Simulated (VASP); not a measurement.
# BaS (P4/nmm) in VASP: a series of runs, part 2 of 2

VASP 6.6.1.

### Step 3. Single point, PBEsol (volume scaled by 0.960)

Contents of INCAR:

```
ALGO = Normal ; EDIFF = 1E-6
ENCUT = 520 ; GGA = PS
ISIF = 2 ; ISMEAR = 0
LASPH = T ; LCHARG = F
LREAL = F ; LWAVE = F
NBANDS = 24 ; NELM = 80
PREC = Accurate ; SIGMA = 0.05
```

Contents of KPOINTS:

```
k-points
0
Gamma
  6 6 8
```

Contents of POSCAR:

```
BaS
1.0
    5.2795572794      0.0000000000      0.0000000000
    0.0000000000      5.2795572794      0.0000000000
    0.0000000000      0.0000000000      3.7435755600
Ba S
2 2
Direct
    0.5000000000      0.0000000000      0.4540149270
    0.0000000000      0.5000000000      0.5459850730
    0.0000000000      0.0000000000      0.0000000000
    0.5000000000      0.5000000000      0.0000000000
```

Potentials or basis: VASP PAW PBE potentials, release 64 (Ba_sv, S).

On the command line:

```sh
cat potpaw_PBE.64/Ba_sv/POTCAR potpaw_PBE.64/S/POTCAR > POTCAR
mpirun -np 1 vasp_std > vasp.out
```

OUTCAR:

```text
EDIFF = 1E-6
   ENCUT = 520
   GGA = PS
   ISIF = 2
   ISMEAR = 0
   LASPH = T
   LREAL = F
   NELM = 80
   PREC = Accurate

 ion  position               nearest neighbor table
   1  0.500  0.000  0.454-   3 3.14   4 3.14   4 3.14   3 3.14   4 3.34   3 3.34   3 3.34   4 3.34
                             2 3.75   2 3.75   2 3.75   2 3.75
   2  0.000  0.500  0.546-   3 3.14   4 3.14   3 3.14   4 3.14   3 3.34   3 3.34   4 3.34   4 3.34
                             1 3.75   1 3.75   1 3.75   1 3.75
   3  0.000  0.000  0.000-   1 3.14   2 3.14   2 3.14   1 3.14   2 3.34   2 3.34   1 3.34   1 3.34

   4  0.500  0.500  0.000-   1 3.14   2 3.14   1 3.14   2 3.14   2 3.34   1 3.34   2 3.34   1 3.34

  LATTYP: Found a simple tetragonal cell.
 ALAT       =     5.2795572794
 C/A-ratio  =     0.7090699773

  Lattice vectors:

 A1 = (   5.2795572794,   0.0000000000,   0.0000000000)
 A2 = (   0.0000000000,   5.2795572794,   0.0000000000)
 A3 = (   0.0000000000,   0.0000000000,   3.7435755600)

Analysis of symmetry for initial positions (statically):
=====================================================================
 Subroutine PRICEL returns:
 Original cell was already a primitive cell.

 Routine SETGRP: Setting up the symmetry group for a
 simple tetragonal supercell.

 Subroutine GETGRP returns: Found 16 space group operations
 (whereof  8 operations were pure point group operations)
 out of a pool of 16 trial point group operations.

The static configuration has the point symmetry D_2d.
 The point group associated with its full space group is D_4h.

Analysis of symmetry for dynamics (positions and initial velocities):
=====================================================================
 Subroutine PRICEL returns:
 Original cell was already a primitive cell.

 Routine SETGRP: Setting up the symmetry group for a
 simple tetragonal supercell.

 Subroutine GETGRP returns: Found 16 space group operations
 (whereof  8 operations were pure point group operations)
 out of a pool of 16 trial point group operations.

The dynamic configuration has the point symmetry D_2d.
 The point group associated with its full space group is D_4h.

 Subroutine INISYM returns: Found 16 space group operations
 (whereof  8 operations are pure point group operations),
 and found     1 'primitive' translations

----------------------------------------------------------------------------------------

                                     Primitive cell

  volume of cell :     104.3474

  direct lattice vectors                    reciprocal lattice vectors
     5.279557279  0.000000000  0.000000000     0.189409821  0.000000000  0.000000000
     0.000000000  5.279557279  0.000000000     0.000000000  0.189409821  0.000000000
     0.000000000  0.000000000  3.743575560     0.000000000  0.000000000  0.267124300

  length of vectors
     5.279557279  5.279557279  3.743575560     0.189409821  0.189409821  0.267124300

  position of ions in fractional coordinates (direct lattice)
     0.500000000  0.000000000  0.454014927
     0.000000000  0.500000000  0.545985073
     0.000000000  0.000000000  0.000000000
     0.500000000  0.500000000  0.000000000

  ion indices of the primitive-cell ions
   primitive index   ion index
                 1           1
                 2           2
                 3           3
                 4           4

----------------------------------------------------------------------------------------

 KPOINTS: k-points

Automatic generation of k-mesh.
 Grid dimensions read from file:
 generate k-points for:    6    6    8

 Generating k-lattice:

  Cartesian coordinates                     Fractional coordinates (reciprocal lattice)
     0.031568304  0.000000000  0.000000000     0.166666667  0.000000000  0.000000000
     0.000000000  0.031568304  0.000000000     0.000000000  0.166666667  0.000000000
     0.000000000  0.000000000  0.033390537     0.000000000  0.000000000  0.125000000

  Length of vectors
     0.031568304  0.031568304  0.033390537

  Shift w.r.t. Gamma in fractional coordinates (k-lattice)
     0.000000000  0.000000000  0.000000000

 Subroutine IBZKPT returns following result:
 ===========================================

 Found     50 irreducible k-points:

 Following reciprocal coordinates:
            Coordinates               Weight
  0.000000  0.000000  0.000000      1.000000
  0.166667  0.000000  0.000000      4.000000
  0.333333  0.000000  0.000000      4.000000
  0.500000  0.000000  0.000000      2.000000
  0.166667  0.166667  0.000000      4.000000
  0.333333  0.166667  0.000000      8.000000
[... 16 lines left out ...]
  0.333333  0.000000  0.250000      8.000000
  0.500000  0.000000  0.250000      4.000000
 [... further k-points ...]
   k-points           NKPTS =     50   k-points in BZ     NKDIM =     50   number of bands    NBANDS=     24
   number of dos      NEDOS =    301   number of ions     NIONS =      4
   total plane-waves  NPLWV =  44800
   dimension x,y,z NGX =    40 NGY =   40 NGZ =   28
   dimension x,y,z NGXF=    80 NGYF=   80 NGZF=   56
   ions per type =               2   2
   NGX,Y,Z   is equivalent  to a cutoff of  12.60, 12.60, 12.43 a.u.
   NGXF,Y,Z  is equivalent  to a cutoff of  25.19, 25.19, 24.87 a.u.
 SYSTEM =  unknown system
   PREC   = accura    normal or accurate (medium, high low for compatibility)
   ISTART =      0    job   : 0-new  1-cont  2-samecut
   ICHARG =      2    charge: 1-file 2-atom 10-const
   ISPIN  =      1    spin polarized calculation?
   LNONCOLLINEAR =      F non collinear calculations
   LSORBIT =      F    spin-orbit coupling
   LASPH  =      T    aspherical Exc in radial PAW
   ENCUT  =  520.0 eV  38.22 Ry    6.18 a.u.   9.82  9.82  6.96*2*pi/ulx,y,z
   NELM   =     80;   NELMIN=  2; NELMDL= -5     # of ELM steps
   EDIFF  = 0.1E-05   stopping-criterion for ELM
   LREAL  =      F    real-space projection
[... 7 lines left out ...]
   TEBEG  =    0.0;   TEEND  =   0.0 temperature during run
   PSTRESS=    0.0 pullay stress
   NELECT =      32.0000    total number of electrons
   NUPDOWN=      -1.0000    fix difference up-down
   EMIN   =  10.00;   EMAX   =-10.00  energy-range for DOS
   EFERMI =   0.00;   METHOD = LEGACY
   ISMEAR =     0;   SIGMA  =   0.05  broadening in eV -4-tet -1-fermi 0-gaus
   EFERMI_NEDOS =   21; number of points for ismear=-14 and -15
   IALGO  =     38    algorithm
   IMIX   =      4    mixing-type and parameters
     AMIX     =   0.40;   BMIX     =  1.00
     AMIX_MAG =   1.60;   BMIX_MAG =  1.00
  volume/ion in A,a.u.               =      26.09       176.04
  Fermi-wavevector in a.u.,A,eV,Ry     =   1.103988  2.086234 16.582633  1.218789
  Thomas-Fermi vector in A             =   2.240454
   LORBIT       =      0    0 simple, 1 ext, 2 COOP (PROOUT), +10 PAW based schemes
   GGA     = PS    functional components
   LHFCALC =     F    Hartree Fock is set to
   AEXX    =    0.0000 exact exchange contribution
   IVDW    =     0    specifies the selected vdW correction
   LEPSILON=     F    determine dielectric tensor
   LRPA    =     F    only Hartree local field effects (RPA)
 non-spin polarized calculation
 Gauss-broadening in eV      SIGMA  =   0.05
  energy-cutoff  :      520.00
  volume of cell :      104.35
 maximum number of plane-waves:      2828
 NGX is ok and might be reduce to    40
   NGX = 19   NGY = 19   NGZ = 13

 number of electron      32.0000005 magnetization

 Free energy of the ion-electron system (eV)
  ---------------------------------------------------
  ext. energy  EPLUGINS =         0.00000000
  ---------------------------------------------------
  free energy    TOTEN  =       -20.71388692 eV

  energy without entropy =      -20.71388692  energy(sigma->0) =      -20.71388692

 E-fermi :   3.6432     XC(G=0):  -9.9285

 val. band max:        3.3708746617   @ k =   0.0000   0.0000   0.0000
 cond. band min:       4.6482708276   @ k =   0.0000   0.0000   0.0000
 fundamental gap:      1.2773961659
 Fermi energy:         3.6432113858

 k-point     1 :       0.0000    0.0000    0.0000
  band No.  band energies     occupation
      1     -23.5022      2.00000
      2     -23.2635      2.00000
      3      -9.2651      2.00000
      4      -9.2651      2.00000
      5      -8.2340      2.00000
      6      -8.2340      2.00000
[... 637 lines left out ...]
     23       9.6826      0.00000
     24       9.6826      0.00000

 [... further k-points ...]

------------------------ aborting loop because EDIFF is reached ----------------------------------------

  FORCE on cell =-STRESS in cart. coord.  units (eV):
  Direction    XX          YY          ZZ          XY          YZ          ZX
  --------------------------------------------------------------------------------------
  -------------------------------------------------------------------------------------
  Total        2.0128517      2.0128517      1.9987543      0.0000000     -0.0000000      0.0000000
  in kB       30.9058544     30.9058544     30.6893980      0.0000000     -0.0000000      0.0000000
  external PRESSURE =      30.8337023 kB  Pullay stress =       0.0000000 kB

 VOLUME and BASIS-vectors are now :
 -----------------------------------------------------------------------------
  energy-cutoff  :      520.00
  volume of cell :      104.35
      direct lattice vectors                 reciprocal lattice vectors
     5.279557279  0.000000000  0.000000000     0.189409821  0.000000000  0.000000000
     0.000000000  5.279557279  0.000000000     0.000000000  0.189409821  0.000000000
     0.000000000  0.000000000  3.743575560     0.000000000  0.000000000  0.267124300

 POSITION                                       TOTAL-FORCE (eV/Angst)
 -----------------------------------------------------------------------------------
      2.63978      0.00000      1.69964        -0.000000      0.000000      0.028345
      0.00000      2.63978      2.04394         0.000000      0.000000     -0.028345
      0.00000      0.00000      0.00000         0.000000      0.000000      0.000000
      2.63978      2.63978      0.00000        -0.000000     -0.000000      0.000000
 -----------------------------------------------------------------------------------
    total drift:                                0.000000      0.000000     -0.000000

  FREE ENERGIE OF THE ION-ELECTRON SYSTEM (eV)
  ---------------------------------------------------
  free  energy   TOTEN  =       -20.7138869242 eV

  energy  without entropy=      -20.7138869242  energy(sigma->0) =      -20.71388692
```

stdout:

```text
POSCAR found type information on POSCAR BaS
 POSCAR found :  2 types and       4 ions
 scaLAPACK will be used
 -----------------------------------------------------------------------------
|                                                                             |
|                                                                             |
|     You enforced a specific xc type in the INCAR file but a different       |
|     I HOPE YOU KNOW WHAT YOU ARE DOING!                                     |
|                                                                             |
 -----------------------------------------------------------------------------

 LDA part: xc-table for (Slater+PW92), standard interpolation
 POSCAR, INCAR and KPOINTS ok, starting setup
 FFT: planning ... GRIDC
 FFT: planning ... GRID_SOFT
 FFT: planning ... GRID
 WAVECAR not read
 entering main loop
```

It took 77 s on 1 thread of Intel Xeon Platinum 8259CL at 2.50GHz (Skylake/Cascade Lake), shared host; peak memory 0.27 GiB.

What came out:

* Free energy: -20.7139 eV
* Pressure: 3.1 GPa
* Largest force: 0.028 eV/Å
* Band gap on the k mesh: 1.28 eV, direct

Forces in eV/Å, atoms in the order of the input:
```
Ba   0.000  0.000  0.028
Ba   0.000  0.000 -0.028
S    0.000  0.000  0.000
S    0.000  0.000  0.000
```

Caveat: the PAW data sets were made with another functional, which shifts forces and pressure a little; spin-orbit coupling is left out, which moves the levels of the heavy elements. A k mesh can miss the band edges.

### Step 4. Single point, PBEsol (volume scaled by 0.980)

Contents of INCAR:

```
SYSTEM = BaS
PREC = Accurate
ENCUT = 520
EDIFF = 1E-7
ISMEAR = 0
SIGMA = 0.05
LREAL = .FALSE.
LASPH = .TRUE.
NELM = 60
ALGO = Normal
ISIF = 2
LWAVE = .FALSE.
LCHARG = .FALSE.
GGA = PS
NBANDS = 24
```

Contents of KPOINTS:

```
regular mesh
0
G
  6 6 8
  0 0 0
```

Contents of POSCAR:

```
BaS
1.0
    5.3116676625      0.0000000000      0.0000000000
    0.0000000000      5.3116676625      0.0000000000
    0.0000000000      0.0000000000      3.7755016899
Ba S
2 2
Direct
    0.5000000000      0.0000000000      0.4378371217
    0.0000000000      0.5000000000      0.5621628783
    0.0000000000      0.0000000000      0.0000000000
    0.5000000000      0.5000000000      0.0000000000
```

On the command line:

```sh
cat potpaw_PBE.64/Ba_sv/POTCAR potpaw_PBE.64/S/POTCAR > POTCAR
mpirun -np 1 vasp_std > vasp.out
```

It took 80 s on 1 thread of Intel Xeon Platinum 8259CL at 2.50GHz (Skylake/Cascade Lake), shared host; peak memory 0.27 GiB.

It converged, with:

```
Free energy            : -20.7448 eV
Pressure               : 2.1 GPa
Largest force          : 0.042 eV/Å
Band gap on the k mesh : 1.40 eV, direct
```

Forces on the atoms (eV/Å):
```
Ba   0.000  0.000  0.042
Ba   0.000  0.000 -0.042
S    0.000  0.000  0.000
S    0.000  0.000  0.000
```

Levels at points of the mesh, in eV from the valence-band top:
| k point | band 13 | band 14 | band 15 | band 16 | band 17 | band 18 | band 19 | band 20 |
| --- | --- | --- | --- | --- | --- | --- | --- | --- |
| (0.00, 0.00, 0.00) | -0.29 | 0.00 | 0.00 | 0.00 | 1.40 | 1.53 | 2.45 | 3.60 |
| (0.50, 0.00, 0.00) | -0.93 | -0.93 | -0.40 | -0.40 | 2.84 | 2.84 | 4.28 | 4.28 |
| (0.50, 0.50, 0.00) | -0.78 | -0.78 | -0.66 | -0.66 | 2.56 | 2.56 | 5.74 | 5.74 |
| (0.00, 0.00, 0.50) | -2.89 | -2.89 | -0.76 | -0.76 | 2.61 | 5.98 | 6.67 | 6.83 |
| (0.50, 0.00, 0.50) | -2.06 | -2.06 | -0.80 | -0.80 | 4.15 | 4.15 | 4.45 | 4.45 |
| (0.50, 0.50, 0.50) | -1.31 | -1.31 | -0.02 | -0.02 | 2.31 | 2.31 | 3.57 | 3.57 |

Caveat: the PAW data sets were made with another functional, which shifts forces and pressure a little; spin-orbit coupling is left out, which moves the levels of the heavy elements. A k mesh can miss the band edges.

### Step 5. Single point, PBEsol

Contents of INCAR:

```
SYSTEM = BaS
ALGO = Normal ; EDIFF = 1E-6
ENCUT = 520 ; GGA = PS
ISIF = 2 ; ISMEAR = 0
LASPH = .True. ; LCHARG = .False.
LREAL = .False. ; LWAVE = .False.
NBANDS = 24 ; NELM = 60
PREC = Accurate ; SIGMA = 0.05
```

Contents of KPOINTS:

```
k-points
0
Gamma
  6 6 8
  0 0 0
```

Contents of POSCAR:

```
BaS
1.0
    5.3420685581      0.0000000000      0.0000000000
    0.0000000000      5.3420685581      0.0000000000
    0.0000000000      0.0000000000      3.8088289349
Ba S
2 2
Direct
    0.5000000000      0.0000000000      0.4263630039
    0.0000000000      0.5000000000      0.5736369961
    0.0000000000      0.0000000000      0.0000000000
    0.5000000000      0.5000000000      0.0000000000
```

On the command line:

```sh
cat potpaw_PBE.64/Ba_sv/POTCAR potpaw_PBE.64/S/POTCAR > POTCAR
mpirun -np 1 vasp_std > vasp.out
```

It took 76 s on 1 thread of Intel Xeon Platinum 8259CL at 2.50GHz (Skylake/Cascade Lake), shared host; peak memory 0.27 GiB.

The run converged. Its results:

* Free energy: -20.7632 eV
* Pressure: 1.2 GPa
* Largest force: 0.045 eV/Å
* Band gap on the k mesh: 1.49 eV, direct

Forces in eV/Å, atoms in the order of the input:
```
Ba   0.000  0.000  0.045
Ba   0.000  0.000 -0.045
S    0.000  0.000  0.000
S    0.000  0.000  0.000
```

Stress tensor (GPa, compression positive):
```
1.20 0.00 0.00
0.00 1.20 0.00
0.00 0.00 1.11
```

Levels at points of the mesh, in eV from the valence-band top:
| k point | band 14 | band 15 | band 16 | band 17 | band 18 | band 19 |
| --- | --- | --- | --- | --- | --- | --- |
| (0.00, 0.00, 0.00) | -0.01 | 0.00 | 0.00 | 1.49 | 1.68 | 2.54 |
| (0.50, 0.00, 0.00) | -0.91 | -0.39 | -0.39 | 2.88 | 2.88 | 4.21 |
| (0.50, 0.50, 0.00) | -0.74 | -0.60 | -0.60 | 2.63 | 2.63 | 5.55 |
| (0.00, 0.00, 0.50) | -2.76 | -0.71 | -0.71 | 2.70 | 5.86 | 6.60 |
| (0.50, 0.00, 0.50) | -1.98 | -0.80 | -0.80 | 4.12 | 4.12 | 4.44 |
| (0.50, 0.50, 0.50) | -1.28 | -0.04 | -0.04 | 2.37 | 2.37 | 3.60 |

Caveat: the PAW data sets were made with another functional, which shifts forces and pressure a little; spin-orbit coupling is left out, which moves the levels of the heavy elements. A k mesh can miss the band edges.

### Step 6. Overview

| cell | k mesh | gap on the mesh (eV) | pressure (GPa) | largest force (eV/Å) |
| --- | --- | --- | --- | --- |
| a = 5.342, b = 5.342, c = 3.809 Å, 4 atoms | 6 × 6 × 6 | 1.49 | 1.2 | 0.04 |
| a = 5.280, b = 5.280, c = 3.744 Å, 4 atoms | 6 × 6 × 8 | 1.28 | 3.1 | 0.03 |
| a = 5.312, b = 5.312, c = 3.776 Å, 4 atoms | 6 × 6 × 8 | 1.40 | 2.1 | 0.04 |
| a = 5.342, b = 5.342, c = 3.809 Å, 4 atoms | 6 × 6 × 8 | 1.49 | 1.2 | 0.04 |

Alike in all rows: task single point; level PBEsol; potentials or basis VASP PAW PBE potentials, release 64 (Ba_sv, S); no spin polarisation; cutoff (eV) 520; smearing gaussian 0.05 eV.

Caveats: the PAW data sets were made with another functional, which shifts forces and pressure a little; spin-orbit coupling is left out, which moves the levels of the heavy elements.

Absolute energies hang on the potentials; compare differences alone.
